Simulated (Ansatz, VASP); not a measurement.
## Co: VASP beside Ansatz

```
CELL_PARAMETERS angstrom
0.00000 1.80576 1.80576
1.80576 0.00000 1.80576
1.80576 1.80576 0.00000
ATOMIC_POSITIONS crystal
Co 0.00000 0.00000 0.00000
```

Alike in both runs: task single point; functional revPBE; k mesh 17 × 17 × 17; occupations fermi-dirac, width 0.1 eV; no spin polarisation.

```csv
,VASP,Ansatz
version,VASP 6.6.1,Ansatz 0.2.0
potentials or method,"VASP PAW PBE potentials, release 64 (Co), cutoff 520 eV","plane waves (420 eV) with PAW, scalar-relativistic"
valence electrons in the cell,9,17
```

|  | VASP | Ansatz | Ansatz less VASP |
| --- | --- | --- | --- |
| pressure (GPa) | -20.3 | -20.4 | -0.10 |

VASP's potentials were made for PBE, not for revPBE. VASP's potentials hold 9 valence electrons a cell and Ansatz's 17, so a difference there can come from the potentials and not from the codes.
